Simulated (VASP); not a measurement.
Input of a VASP 6.6.1 run:

The input INCAR:

```
PREC     = Accurate       # precision mode
ENCUT    = 600            # plane-wave cutoff, eV
EDIFF    = 1E-6           # SCF threshold, eV
ISMEAR   = -1             # smearing method
SIGMA    = 0.01           # smearing width, eV
LREAL    = Auto         
LASPH    = True           # aspherical terms in the spheres
NELM     = 120            # most SCF steps
ALGO     = Normal         # electronic algorithm
ISIF     = 2              # what is computed and relaxed
LWAVE    = False          # write WAVECAR
LCHARG   = False          # write CHGCAR
GGA      = PE             # functional
NBANDS   = 123            # bands
GGA_COMPAT= False
```

KPOINTS

```
Automatic mesh
0
Gamma
  1 1 5
```

The input POSCAR:

```
Si3N4
1.0
   11.4950825000      6.6366889800      0.0000000000
  -11.4950825000      6.6366889800      0.0000000000
    0.0000000000      0.0000000000      2.9261389980
Si N
18 24
Direct
    0.0186959367      0.8062925367      0.7500000000
    0.3520292700      0.4729592033      0.7500000000
    0.6853626033      0.1396258700      0.7500000000
    0.2124034000      0.0186959367      0.2500000000
    0.5457367333      0.6853626033      0.2500000000
    0.8790700667      0.3520292700      0.2500000000
    0.1396258700      0.4542632667      0.2500000000
    0.4729592033      0.1209299333      0.2500000000
    0.8062925367      0.7875966000      0.2500000000
    0.1937074633      0.2124034000      0.7500000000
    0.5270407967      0.8790700667      0.7500000000
    0.8603741300      0.5457367333      0.7500000000
    0.1209299333      0.6479707300      0.7500000000
    0.4542632667      0.3146373967      0.7500000000
    0.7875966000      0.9813040633      0.7500000000
    0.3146373967      0.8603741300      0.2500000000
    0.6479707300      0.5270407967      0.2500000000
    0.9813040633      0.1937074633      0.2500000000
    0.0000000000      0.6666666667      0.7500000000
    0.3333333333      0.3333333333      0.7500000000
    0.6666666667      0.0000000000      0.7500000000
    0.0000000000      0.3333333333      0.2500000000
    0.3333333333      0.0000000000      0.2500000000
    0.6666666667      0.6666666667      0.2500000000
    0.2130568067      0.4569382300      0.7500000000
    0.5463901400      0.1236048967      0.7500000000
    0.8797234733      0.7902715633      0.7500000000
    0.0894519100      0.8797234733      0.2500000000
    0.4227852433      0.5463901400      0.2500000000
    0.7561185767      0.2130568067      0.2500000000
    0.1236048967      0.5772147567      0.2500000000
    0.4569382300      0.2438814233      0.2500000000
    0.7902715633      0.9105480900      0.2500000000
    0.2097284367      0.0894519100      0.7500000000
    0.5430617700      0.7561185767      0.7500000000
    0.8763951033      0.4227852433      0.7500000000
    0.1202765267      0.2097284367      0.2500000000
    0.4536098600      0.8763951033      0.2500000000
    0.7869431933      0.5430617700      0.2500000000
    0.2438814233      0.7869431933      0.7500000000
    0.5772147567      0.4536098600      0.7500000000
    0.9105480900      0.1202765267      0.7500000000
```

Potentials or basis: VASP PAW PBE potentials, release 64 (Si, N).

Command:

```console
$ cat potpaw_PBE.64/Si/POTCAR potpaw_PBE.64/N/POTCAR > POTCAR
$ mpirun -np 1 vasp_std > vasp.out
```

Task: Predict the band gap on the k mesh.

Result: 4.25 eV.

Task: What does it give for the largest force?

Result: 0.004 eV/Å.

Task: Estimate the pressure.

Result: -0.4 GPa.

Forces in eV/Å, atoms in the order of the input:
```
Si  -0.002  0.003  0.000
Si  -0.002  0.003  0.000
Si  -0.002  0.003  0.000
Si  -0.004  0.000  0.000
Si  -0.004  0.000  0.000
Si  -0.004  0.000  0.000
Si   0.002  0.004  0.000
Si   0.002  0.004  0.000
Si   0.002  0.004  0.000
Si  -0.002 -0.004  0.000
Si  -0.002 -0.004  0.000
Si  -0.002 -0.004  0.000
Si   0.004  0.000  0.000
Si   0.004  0.000  0.000
Si   0.004  0.000  0.000
Si   0.002 -0.003  0.000
Si   0.002 -0.003  0.000
Si   0.002 -0.003  0.000
N    0.000  0.000  0.000
N    0.000  0.000  0.000
N    0.000  0.000  0.000
N    0.000  0.000  0.000
N    0.000  0.000  0.000
N    0.000  0.000  0.000
N   -0.003  0.000  0.000
N   -0.003  0.000  0.000
N   -0.003  0.000  0.000
N   -0.002 -0.003  0.000
N   -0.002 -0.003  0.000
N   -0.002 -0.003  0.000
N   -0.001  0.003  0.000
N   -0.001  0.003  0.000
N   -0.001  0.003  0.000
N    0.001 -0.003  0.000
N    0.001 -0.003  0.000
N    0.001 -0.003  0.000
N    0.003  0.000  0.000
N    0.003  0.000  0.000
N    0.003  0.000  0.000
N    0.002  0.003  0.000
N    0.002  0.003  0.000
N    0.002  0.003  0.000
```

Caveat: the k points lie up to 0.55 Å⁻¹ apart. A k mesh can miss the band edges.
